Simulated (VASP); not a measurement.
Here is a VASP 6.6.1 calculation.

POSCAR

```
Pb
1.0
    3.0386068135     -1.7503199600      0.0000000000
    3.0386068135      1.7503199600      0.0000000000
   -2.1154626375      0.0000000000      6.0952248674
Pb
2
Direct
    0.9085084100      0.9085084100      0.7262922000
    0.0914915900      0.0914915900      0.2737078000
```

Contents of INCAR.step1:

```
  PREC = Accurate
  ENCUT = 520
  EDIFF = 1E-5
  ISMEAR = -1
  SIGMA = 0.05
  LREAL = False
  LASPH = True
  NELM = 60
  ALGO = Normal
  ISIF = 2
  LWAVE = True
  LCHARG = False
  NBANDS = 21
  GGA = PE
```

INCAR.step2

```
  PREC = Accurate
  ENCUT = 520
  EDIFF = 1E-7
  ISMEAR = -1
  SIGMA = 0.05
  LREAL = False
  LASPH = True
  NELM = 60
  ALGO = Normal
  ISIF = 2
  LWAVE = False
  LCHARG = False
  GGA = PE
  LHFCALC = True
  AEXX = 0.25
  PRECFOCK = Normal
  NBANDS = 21
  ISTART = 1
```

KPOINTS

```
Automatic mesh
0
Gamma
  4 4 2
```

Potentials or basis: VASP PAW PBE potentials, release 64 (Pb_d).

Command:

```sh
$ cat potpaw_PBE.64/Pb_d/POTCAR > POTCAR
$ cp INCAR.step1 INCAR
$ mpirun -np 1 vasp_std > vasp.out
$ cp INCAR.step2 INCAR
$ mpirun -np 1 vasp_std > vasp.out
```

(1) What does it give for the band gap on the k mesh?

(2) Estimate the largest force.

## Answers

(1) zero (bands 14 and 15 overlap by 8.64 eV).

(2) 0.344 eV/Å.

Caveat: the k points lie up to 0.53 Å⁻¹ apart, too coarse for converged energies and pressures of a metal; the PAW data sets were made with another functional, which shifts forces and pressure a little; spin-orbit coupling is left out, which moves the levels of the heavy elements.
